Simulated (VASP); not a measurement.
# AlN (P2_1) in VASP: a series of runs

Runs on AlN. Level: PBEsol. Tasks: single point.

Everything below comes from runs of VASP 6.6.1. Logs are shortened: lines on timing, memory, paths and dates and some standing lists are left out, and cuts for length are marked.

**1. The cell of the first run**

The structure is monoclinic, space group P2_1 (No. 4). The conventional cell has a = 3.114 Å, b = 4.983 Å, c = 3.114 Å, α = 90.00°, β = 120.00°, γ = 90.00°. Al (site symmetry 1) has 4 N at 1.85 to 1.92 Å within 2.5 Å. N (site symmetry 1) has 4 Al at 1.85 to 1.92 Å within 2.5 Å.

**2. Single point, PBEsol (atoms displaced along several vibrational modes)**

Contents of INCAR:

```
ALGO = Normal ; EDIFF = 1E-7
ENCUT = 520 ; GGA = PS
ISIF = 2 ; ISMEAR = 0
LASPH = True ; LCHARG = True
LELF = True ; LREAL = False
LVHAR = True ; LWAVE = False
NBANDS = 26 ; NELM = 100
PREC = Accurate ; SIGMA = 0.05
```

Contents of KPOINTS:

```
k-points
0
Gamma
  8 8 8
```

Contents of POSCAR:

```
AlN
1.0
   -3.1135599857      0.0000000000      0.0000000000
    0.0000000000      5.3928440876      0.0000000000
    1.5567799928     -2.6964220438     -4.9833504711
Al N
4 4
Direct
    1.0275072073      0.3349846150      0.9984874806
    0.5275072073      0.8349846150      0.9984874806
    0.2209802733      0.9135028657      0.4984874806
    0.7209802733      0.4135028657      0.4984874806
    0.7830073309      0.1467827695      0.6165147447
    0.2830073309      0.6467827695      0.6165147447
    0.0835074138      0.7197319752      0.1165147447
    0.5835074138      0.2197319752      0.1165147447
```

Potentials or basis: VASP PAW PBE potentials, release 64 (Al, N).

Launch:

```bash
> cat potpaw_PBE.64/Al/POTCAR potpaw_PBE.64/N/POTCAR > POTCAR
> mpirun -np 1 vasp_std > vasp.out
```

OUTCAR:

```text
EDIFF = 1E-7
   ENCUT = 520
   GGA = PS
   ISIF = 2
   ISMEAR = 0
   LASPH = True
   LREAL = False
   NELM = 100
   PREC = Accurate

 ion  position               nearest neighbor table
   1  0.028  0.335  0.998-   7 1.85   8 1.90   5 1.91   8 1.92   3 3.00   4 3.00   3 3.06   4 3.06
                             2 3.11   2 3.11   2 3.11   2 3.11   4 3.17   3 3.17
   2  0.528  0.835  0.998-   8 1.85   7 1.90   6 1.91   7 1.92   4 3.00   3 3.00   4 3.06   3 3.06
                             1 3.11   1 3.11   1 3.11   1 3.11   3 3.17   4 3.17
   3  0.221  0.914  0.498-   6 1.85   5 1.90   7 1.91   5 1.92   1 3.00   2 3.00   1 3.06   2 3.06
                             4 3.11   4 3.11   4 3.11   4 3.11   2 3.17   1 3.17
   4  0.721  0.414  0.498-   5 1.85   6 1.90   8 1.91   6 1.92   2 3.00   1 3.00   2 3.06   1 3.06
                             3 3.11   3 3.11   3 3.11   3 3.11   1 3.17   2 3.17
   5  0.783  0.147  0.617-   4 1.85   3 1.90   1 1.91   3 1.92
   6  0.283  0.647  0.617-   3 1.85   4 1.90   2 1.91   4 1.92
   7  0.084  0.720  0.117-   1 1.85   2 1.90   3 1.91   2 1.92
   8  0.584  0.220  0.117-   2 1.85   1 1.90   4 1.91   1 1.92

  LATTYP: Found a body centered orthorhombic cell.
 ALAT       =     3.1135599857
 B/A-ratio  =     1.7320508076
 C/A-ratio  =     3.2010627667

  Lattice vectors:

 A1 = (  -1.5567799928,   2.6964220438,   4.9833504711)
 A2 = (   1.5567799929,  -2.6964220438,   4.9833504711)
 A3 = (   1.5567799928,   2.6964220438,  -4.9833504711)

Analysis of symmetry for initial positions (statically):
=====================================================================
 Subroutine PRICEL returns following result:

  LATTYP: Found a hexagonal cell.
 ALAT       =     3.1135599857
 C/A-ratio  =     1.6005313834

  Lattice vectors:

 A1 = (   3.1135599857,  -0.0000000000,   0.0000000000)
 A2 = (  -1.5567799929,  -2.6964220438,   0.0000000000)
 A3 = (  -0.0000000000,   0.0000000000,  -4.9833504711)

   2 primitive cells build up your supercell.

 Routine SETGRP: Setting up the symmetry group for a
 body centered orthorhombic supercell.

 Subroutine GETGRP returns: Found  2 space group operations
 (whereof  1 operations were pure point group operations)
 out of a pool of  8 trial point group operations.

The static configuration has the point symmetry C_1 .
 The point group associated with its full space group is C_2 .

Analysis of symmetry for dynamics (positions and initial velocities):
=====================================================================
 Subroutine PRICEL returns following result:

  LATTYP: Found a hexagonal cell.
 ALAT       =     3.1135599857
 C/A-ratio  =     1.6005313834

  Lattice vectors:

 A1 = (   3.1135599857,  -0.0000000000,   0.0000000000)
 A2 = (  -1.5567799929,  -2.6964220438,   0.0000000000)
 A3 = (  -0.0000000000,   0.0000000000,  -4.9833504711)

   2 primitive cells build up your supercell.

 Routine SETGRP: Setting up the symmetry group for a
 body centered orthorhombic supercell.

 Subroutine GETGRP returns: Found  2 space group operations
 (whereof  1 operations were pure point group operations)
 out of a pool of  8 trial point group operations.

The dynamic configuration has the point symmetry C_1 .
 The point group associated with its full space group is C_2 .

 Subroutine INISYM returns: Found  2 space group operations
 (whereof  1 operations are pure point group operations),
 and found     2 'primitive' translations

----------------------------------------------------------------------------------------

                                     Primitive cell

  volume of cell :      41.8376

  direct lattice vectors                    reciprocal lattice vectors
     3.113559986 -0.000000000  0.000000000     0.321175762 -0.185430912 -0.000000000
    -1.556779993 -2.696422044  0.000000000    -0.000000000 -0.370861825 -0.000000000
    -0.000000000  0.000000000 -4.983350471     0.000000000  0.000000000 -0.200668206

  length of vectors
     3.113559986  3.113559986  4.983350471     0.370861825  0.370861825  0.200668206

  position of ions in fractional coordinates (direct lattice)
     0.635995658  0.328518251  0.998487481
     0.364004342  0.671481749  0.498487481
     0.686724644  0.322949206  0.616514745
     0.313275356  0.677050794  0.116514745

  ion indices of the primitive-cell ions
   primitive index   ion index
                 1           1
                 2           4
                 3           5
                 4           7

----------------------------------------------------------------------------------------

 KPOINTS: k-points

Automatic generation of k-mesh.
 Grid dimensions read from file:
 generate k-points for:    8    8    8

 Generating k-lattice:

  Cartesian coordinates                     Fractional coordinates (reciprocal lattice)
    -0.040146970  0.000000000 -0.012541763     0.125000000  0.000000000  0.000000000
     0.000000000  0.023178864 -0.012541763     0.000000000  0.125000000  0.000000000
     0.000000000  0.000000000 -0.025083526     0.000000000  0.000000000  0.125000000

  Length of vectors
     0.042060374  0.026354422  0.025083526

  Shift w.r.t. Gamma in fractional coordinates (k-lattice)
     0.000000000  0.000000000  0.000000000

 Subroutine IBZKPT returns following result:
 ===========================================

 Found    150 irreducible k-points:

 Following reciprocal coordinates:
            Coordinates               Weight
  0.000000  0.000000  0.000000      1.000000
  0.125000  0.000000  0.000000      4.000000
  0.250000  0.000000  0.000000      4.000000
  0.375000  0.000000  0.000000      4.000000
  0.500000  0.000000  0.000000      2.000000
  0.000000  0.125000  0.000000      4.000000
[... 16 lines left out ...]
  0.125000 -0.250000 -0.125000      4.000000
  0.250000  0.250000  0.000000      4.000000
 [... further k-points ...]
   k-points           NKPTS =    150   k-points in BZ     NKDIM =    150   number of bands    NBANDS=     26
   number of dos      NEDOS =    301   number of ions     NIONS =      8
   total plane-waves  NPLWV =  46080
   dimension x,y,z NGX =    24 NGY =   40 NGZ =   48
   dimension x,y,z NGXF=    48 NGYF=   80 NGZF=   96
   ions per type =               4   4
   NGX,Y,Z   is equivalent  to a cutoff of  12.81, 12.33, 13.58 a.u.
   NGXF,Y,Z  is equivalent  to a cutoff of  25.63, 24.66, 27.16 a.u.
 SYSTEM =  unknown system
   PREC   = accura    normal or accurate (medium, high low for compatibility)
   ISTART =      0    job   : 0-new  1-cont  2-samecut
   ICHARG =      2    charge: 1-file 2-atom 10-const
   ISPIN  =      1    spin polarized calculation?
   LNONCOLLINEAR =      F non collinear calculations
   LSORBIT =      F    spin-orbit coupling
   LASPH  =      T    aspherical Exc in radial PAW
   ENCUT  =  520.0 eV  38.22 Ry    6.18 a.u.   5.79 10.03 10.93*2*pi/ulx,y,z
   NELM   =    100;   NELMIN=  2; NELMDL= -5     # of ELM steps
   EDIFF  = 0.1E-06   stopping-criterion for ELM
   LREAL  =      F    real-space projection
   EDIFFG = 0.1E-05   stopping-criterion for IOM
   NSW    =      0    number of steps for IOM
   IBRION =     -1    ionic relax: 0-MD 1-quasi-New 2-CG
   NFREE  =      0    steps in history (QN), initial steepest desc. (CG)
   ISIF   =      2    stress and relaxation
   ISYM   =      2    0-nonsym 1-usesym 2-fastsym
   POTIM  = 0.5000    time-step for ionic-motion
   TEBEG  =    0.0;   TEEND  =   0.0 temperature during run
   PSTRESS=    0.0 pullay stress
   NELECT =      32.0000    total number of electrons
   NUPDOWN=      -1.0000    fix difference up-down
   EMIN   =  10.00;   EMAX   =-10.00  energy-range for DOS
   EFERMI =   0.00;   METHOD = LEGACY
   ISMEAR =     0;   SIGMA  =   0.05  broadening in eV -4-tet -1-fermi 0-gaus
   EFERMI_NEDOS =   21; number of points for ismear=-14 and -15
   IALGO  =     38    algorithm
   IMIX   =      4    mixing-type and parameters
     AMIX     =   0.40;   BMIX     =  1.00
     AMIX_MAG =   1.60;   BMIX_MAG =  1.00
  volume/ion in A,a.u.               =      10.46        70.58
  Fermi-wavevector in a.u.,A,eV,Ry     =   1.188300  2.245561 19.212190  1.412056
  Thomas-Fermi vector in A             =   2.324432
   LORBIT       =      0    0 simple, 1 ext, 2 COOP (PROOUT), +10 PAW based schemes
   GGA     = PS    functional components
   LHFCALC =     F    Hartree Fock is set to
   AEXX    =    0.0000 exact exchange contribution
   IVDW    =     0    specifies the selected vdW correction
   LEPSILON=     F    determine dielectric tensor
   LRPA    =     F    only Hartree local field effects (RPA)
 non-spin polarized calculation
 Gauss-broadening in eV      SIGMA  =   0.05
  energy-cutoff  :      520.00
  volume of cell :       83.68
 maximum number of plane-waves:      2272
   NGX = 11   NGY = 21   NGZ = 21

 number of electron      31.9999998 magnetization

 Free energy of the ion-electron system (eV)
  ---------------------------------------------------
  ext. energy  EPLUGINS =         0.00000000
  ---------------------------------------------------
  free energy    TOTEN  =       -62.45626682 eV

  energy without entropy =      -62.45626682  energy(sigma->0) =      -62.45626682

 E-fermi :   6.3075     XC(G=0): -11.1034

 val. band max:        6.1076638637   @ k =   0.0000   0.0000   0.0000
 cond. band min:      10.1238265319   @ k =   0.0000   0.0000   0.0000
 fundamental gap:      4.0161626683
 Fermi energy:         6.3074966112

 k-point     1 :       0.0000    0.0000    0.0000
  band No.  band energies     occupation
      1      -9.1041      2.00000
      2      -6.9203      2.00000
      3      -6.7217      2.00000
      4      -6.7217      2.00000
      5       0.0117      2.00000
      6       0.3470      2.00000
[... 18 lines left out ...]
     25      17.5388      0.00000
     26      17.5391      0.00000
[... 644 lines left out ...]
      4      -6.4173      2.00000
      5       1.1771      2.00000
      6       1.2438      2.00000
[... 18 lines left out ...]
     25      16.9055      0.00000
     26      17.0684      0.00000

 [... further k-points ...]

------------------------ aborting loop because EDIFF is reached ----------------------------------------

  FORCE on cell =-STRESS in cart. coord.  units (eV):
  Direction    XX          YY          ZZ          XY          YZ          ZX
  --------------------------------------------------------------------------------------
  -------------------------------------------------------------------------------------
  Total       -1.9218139      1.9489586      0.0571411     -0.2424901      0.0000000      0.0000000
  in kB      -36.7980986     37.3178535      1.0941144     -4.6431003      0.0000000      0.0000000
  external PRESSURE =       0.5379564 kB  Pullay stress =       0.0000000 kB

 VOLUME and BASIS-vectors are now :
 -----------------------------------------------------------------------------
  energy-cutoff  :      520.00
  volume of cell :       83.68
      direct lattice vectors                 reciprocal lattice vectors
    -3.113559986  0.000000000  0.000000000    -0.321175762  0.000000000 -0.100334103
     0.000000000  5.392844088  0.000000000     0.000000000  0.185430912 -0.100334103
     1.556779993 -2.696422044 -4.983350471     0.000000000  0.000000000 -0.200668206

 POSITION                                       TOTAL-FORCE (eV/Angst)
 -----------------------------------------------------------------------------------
      1.46878     -0.88582     -4.97581         0.460474     -0.562407      0.079920
     -0.08800      1.81060     -4.97581         0.460474     -0.562407      0.079920
      0.08800      3.58225     -2.48414        -0.460474      0.562407      0.079920
     -1.46878      0.88582     -2.48414        -0.460474      0.562407      0.079920
     -1.47816     -0.87081     -3.07231        -0.228875     -0.652456     -0.079920
      0.07862      1.82561     -3.07231        -0.228875     -0.652456     -0.079920
     -0.07862      3.56723     -0.58063         0.228875      0.652456     -0.079920
     -1.63540      0.87081     -0.58063         0.228875      0.652456     -0.079920
 -----------------------------------------------------------------------------------
    total drift:                               -0.000008     -0.000024      0.000834

  FREE ENERGIE OF THE ION-ELECTRON SYSTEM (eV)
  ---------------------------------------------------
  free  energy   TOTEN  =       -62.4562668167 eV

  energy  without entropy=      -62.4562668167  energy(sigma->0) =      -62.45626682
```

It took 2.1 min on 1 thread of Intel Xeon 6975P-C (Granite Rapids), shared host; peak memory 0.36 GiB.

Results:

* Free energy: -62.4563 eV
* Pressure: 0.1 GPa
* Largest force: 0.731 eV/Å
* Band gap on the k mesh: 4.02 eV

Forces in eV/Å, atoms in the order of the input:
```
Al   0.460 -0.562  0.080
Al   0.460 -0.562  0.080
Al  -0.460  0.562  0.080
Al  -0.460  0.562  0.080
N   -0.229 -0.652 -0.080
N   -0.229 -0.652 -0.080
N    0.229  0.652 -0.080
N    0.229  0.652 -0.080
```

Caveat: the cell differs from its parent crystal (atoms displaced along several vibrational modes); the stress differs along the axes, from -4 to 4 GPa; the PAW data sets were made with another functional, which shifts forces and pressure a little. A k mesh can miss the band edges.

**3. Single point, PBEsol (atoms displaced along several vibrational modes)**

Contents of INCAR:

```
SYSTEM = AlN
PREC = Accurate
ENCUT = 520
EDIFF = 1E-6
ISMEAR = 0
SIGMA = 0.05
LREAL = .False.
LASPH = .True.
NELM = 60
ALGO = Normal
ISIF = 2
LWAVE = .False.
LCHARG = .True.
GGA = PS
LELF = .True.
LVHAR = .True.
NBANDS = 26
```

Contents of KPOINTS:

```
regular mesh
0
Gamma
  8 8 8
  0 0 0
```

Contents of POSCAR:

```
AlN
1.0
   -3.1135599857      0.0000000000      0.0000000000
    0.0000000000      5.3928440876      0.0000000000
    1.5567799928     -2.6964220438     -4.9833504711
Al N
4 4
Direct
    1.0218575170      0.3289687648      0.9984934868
    0.5218575170      0.8289687648      0.9984934868
    0.2266359698      0.9195247220      0.4984934868
    0.7266359698      0.4195247220      0.4984934868
    0.7880515544      0.1337968252      0.6165031751
    0.2880515544      0.6337968252      0.6165031751
    0.0784516207      0.7327063499      0.1165031751
    0.5784516207      0.2327063499      0.1165031751
```

Potentials or basis: VASP PAW PBE potentials, release 64 (Al, N).

Launch:

```bash
> cat potpaw_PBE.64/Al/POTCAR potpaw_PBE.64/N/POTCAR > POTCAR
> mpirun -np 1 vasp_std > vasp.out
```

Wall time 5 min (1 thread of Intel Xeon 8259CL, shared host); peak memory 0.37 GiB.

It converged, with:

* Free energy: -62.4420 eV
* Pressure: 0.4 GPa
* Largest force: 0.871 eV/Å
* Band gap on the k mesh: 4.04 eV

Forces on the atoms (eV/Å):
```
Al   0.416  0.761  0.089
Al   0.416  0.761  0.089
Al  -0.416 -0.761  0.089
Al  -0.416 -0.761  0.089
N   -0.175  0.841 -0.089
N   -0.175  0.841 -0.089
N    0.175 -0.841 -0.089
N    0.175 -0.841 -0.089
```

Stress tensor (GPa, compression positive):
```
 4.79 -0.06  0.00
-0.06 -3.83  0.00
 0.00  0.00  0.26
```

Levels at points of the mesh, in eV from the valence-band top:
```
           k point  band 14  band 15  band 16  band 17  band 18  band 19
(0.00, 0.00, 0.00)    -0.40    -0.14     0.00     4.04     5.26     5.26
(0.50, 0.00, 0.00)    -2.00    -0.96    -0.96     6.06     6.06     7.09
(0.00, 0.50, 0.00)    -0.80    -0.62    -0.62     5.92     5.92     7.22
(0.50, 0.50, 0.00)    -1.26    -1.26    -0.67     4.97     4.97     5.42
(0.50, 0.50, 0.50)    -1.35    -1.35    -0.70     5.14     5.14     5.46
(0.00, 0.00, 0.50)    -0.72    -0.46    -0.46     5.31     5.74     6.29
```

Caveat: the cell differs from its parent crystal (atoms displaced along several vibrational modes); the stress differs along the axes, from -4 to 5 GPa; the PAW data sets were made with another functional, which shifts forces and pressure a little.

(Part 1 of 2 ends here.)
